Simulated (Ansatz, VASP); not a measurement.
RbBr: VASP beside Ansatz

File INCAR:

```
  ALGO = Normal
  EDIFF = 1E-7
  ENCUT = 520
  GGA = PE
  ISIF = 2
  ISMEAR = -1
  LASPH = T
  LCHARG = F
  LREAL = F
  LWAVE = F
  NBANDS = 15
  NELM = 60
  PREC = Accurate
  SIGMA = 0.03
```

The input KPOINTS:

```
k-points
0
Gamma
  7 7 7
```

File POSCAR:

```
RbBr
1.0
    0.0000000000      3.4726038566      3.4726038566
    3.4726038566      0.0000000000      3.4726038566
    3.4726038566      3.4726038566      0.0000000000
Rb Br
1 1
Direct
    0.0000000000      0.0000000000      0.0000000000
    0.5000000000      0.5000000000      0.5000000000
```

Input for Ansatz:

```yaml
crystal:
  lattice:
    - [0.0, 3.4726038566, 3.4726038566]
    - [3.4726038566, 0.0, 3.4726038566]
    - [3.4726038566, 3.4726038566, 0.0]
  atoms:
    - { symbol: Rb, position: [0.0, 0.0, 0.0] }
    - { symbol: Br, position: [0.5, 0.5, 0.5] }
kpoints:
  mp_grid: { grid: [7, 7, 7] }
scf:
  occupations: { method: fermi_dirac, width: 0.03 }
hamiltonian:
  xc: pbe
  pseudopotentials: { kind: all_electron, lapw: { basis_error: 0.001 } }
output:
  forces: true
  stress: true
  eigenvalues: true
```

Change from the starting cell: volume scaled by 1.04.

Alike in both runs: task single point; functional PBE; k mesh 7 × 7 × 7; occupations fermi-dirac, width 0.03 eV; no spin polarisation.

|  | VASP | Ansatz |
| --- | --- | --- |
| version | VASP 6.6.1 | Ansatz 0.2.0 |
| potentials or method | VASP PAW PBE potentials, release 64 (Rb_sv, Br), cutoff 520 eV | all-electron LAPW, scalar-relativistic |

|  | VASP | Ansatz | Ansatz less VASP |
| --- | --- | --- | --- |
| gap on the k mesh at the Fermi level (eV) | 4.26 | 4.27 | +0.002 |
| pressure (GPa) | 0.4 | 0.4 | -0.03 |

Ansatz ran all-electron here, and VASP with PAW potentials.
